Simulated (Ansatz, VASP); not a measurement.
AlRu in VASP and in Ansatz

Contents of INCAR:

```
ALGO = Fast
EDIFF = 1E-6
ENCUT = 520
GGA = PE
ISIF = 2
ISMEAR = 0
LASPH = T
LCHARG = F
LREAL = F
LWAVE = F
NBANDS = 16
NELM = 60
PREC = Accurate
SIGMA = 0.15
```

The input KPOINTS:

```
k-points
0
Gamma
  16 16 16
```

POSCAR

```
AlRu
1.0
    2.9916000000      0.0000000000      0.0000000000
    0.0000000000      2.9916000000      0.0000000000
    0.0000000000      0.0000000000      2.9916000000
Al Ru
1 1
Direct
    0.0000000000      0.0000000000      0.0000000000
    0.5000000000      0.4498596069      0.4498596069
```

Input for Ansatz:

```yaml
crystal:
  lattice:
    - [2.9916, 0.0, 0.0]
    - [0.0, 2.9916, 0.0]
    - [0.0, 0.0, 2.9916]
  atoms:
    - { symbol: Al, position: [0.0, 0.0, 0.0] }
    - { symbol: Ru, position: [0.5, 0.4498596069, 0.4498596069] }
basis:
  ecutwfc: 420
kpoints:
  mp_grid: { grid: [16, 16, 16] }
hamiltonian:
  xc: pbe
scf:
  occupations: { method: gaussian, width: 0.15 }
output:
  forces: true
  stress: true
  eigenvalues: true
  write_density: true
  write_potential: true
  elf: true
  volumetric_format: npy
```

Alike in both runs: task single point; functional PBE; k mesh 16 × 16 × 16; occupations gaussian, width 0.15 eV; no spin polarisation.

|  | VASP | Ansatz |
| --- | --- | --- |
| version | VASP 6.6.1 | Ansatz 0.2.0 |
| potentials or method | VASP PAW PBE potentials, release 64 (Al, Ru_pv), cutoff 520 eV | scalar-relativistic, plane waves, PAW |
| valence electrons in the cell | 17 | 19 |

|  | VASP | Ansatz | Ansatz less VASP |
| --- | --- | --- | --- |
| gap on the k mesh at the Fermi level (eV) | none | none | - |
| pressure (GPa) | 6.1 | 6.1 | -0.03 |
| traceless stress, the component that is largest in VASP (GPa) | 3.51 | 3.47 | -0.040 |
| rms of the force components (eV/Å) | 1.018 | 1.011 | -0.0071 |

Atom by atom the forces differ by 0.007 eV/Å (rms over components). A gap of «none» marks a metal or a gap that the smearing closes. VASP's potentials hold 17 valence electrons a cell and Ansatz's 19, so a difference there can come from the potentials and not from the codes.
